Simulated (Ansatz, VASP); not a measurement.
## One calculation of BN, two programs

INCAR

```
PREC     = Accurate       # precision mode
ENCUT    = 520            # plane-wave cutoff, eV
EDIFF    = 1E-6           # SCF threshold, eV
ISMEAR   = -1             # smearing method
SIGMA    = 0.02           # smearing width, eV
LREAL    = F              # projectors in reciprocal space
LASPH    = T              # aspherical terms in the spheres
NELM     = 100            # most SCF steps
ALGO     = Normal         # electronic algorithm
ISIF     = 2              # what is computed and relaxed
LWAVE    = F              # write WAVECAR
LCHARG   = T              # write CHGCAR
GGA      = PE             # functional
LELF     = T              # ELF
LVHAR    = T            
NBANDS   = 11             # bands
```

Contents of KPOINTS:

```
regular mesh
0
Gamma
  12 12 12
```

The input POSCAR:

```
BN
1.0
    0.0000000000      1.7891234683      1.8048254497
    1.7891234683      0.0000000000      1.8048254497
    1.7891234683      1.7891234683      0.0000000000
B N
1 1
Direct
    0.0000000000      0.0000000000      0.0000000000
    0.2500000000      0.2500000000      0.2500000000
```

Input for Ansatz:

```yaml
crystal:
  lattice:
    - [0.0, 1.7891234683, 1.8048254497]
    - [1.7891234683, 0.0, 1.8048254497]
    - [1.7891234683, 1.7891234683, 0.0]
  atoms:
    - { symbol: B, position: [0.0, 0.0, 0.0] }
    - { symbol: "N", position: [0.25, 0.25, 0.25] }
kpoints:
  mp_grid: { grid: [12, 12, 12] }
  band_path:
    path:
      - [0.0, 0.0, 0.0]
      - [-0.5, -0.5, 0.0]
      - [-0.375, -0.375, 0.25]
      - [-0.375, 0.0, 0.375]
      - [0.0, 0.0, 0.5]
      - [-0.5, -0.25, 0.25]
    npoints: 1
hamiltonian:
  xc: pbe
scf:
  occupations: { method: fermi_dirac, width: 0.02 }
  n_extra_bands: 4
output:
  forces: true
  stress: true
  eigenvalues: true
  write_density: true
  write_potential: true
  elf: true
  volumetric_format: npy
```

Change from the starting cell: biaxial_xy strain -0.9%.

Alike in both runs: task single point; functional PBE; k mesh 12 × 12 × 12; occupations fermi-dirac, width 0.02 eV; no spin polarisation.

|  | VASP | Ansatz |
| --- | --- | --- |
| version | VASP 6.6.1 | Ansatz 0.2.0 |
| potentials or method | VASP PAW PBE potentials, release 64 (B, N) | plane waves, PAW |
| plane-wave cutoff (eV) | 520 | 420 |
| valence electrons in the cell | 8 | 8 |

|  | VASP | Ansatz | Ansatz less VASP |
| --- | --- | --- | --- |
| gap on the k mesh at the Fermi level (eV) | 4.40 | 4.41 | +0.012 |
| pressure (GPa) | 12.1 | 11.8 | -0.34 |
| traceless stress, the component that is largest in VASP (GPa) | -3.70 | -3.70 | +0.003 |

The functional is the same, so the differences come from potentials, cutoffs and numerics.
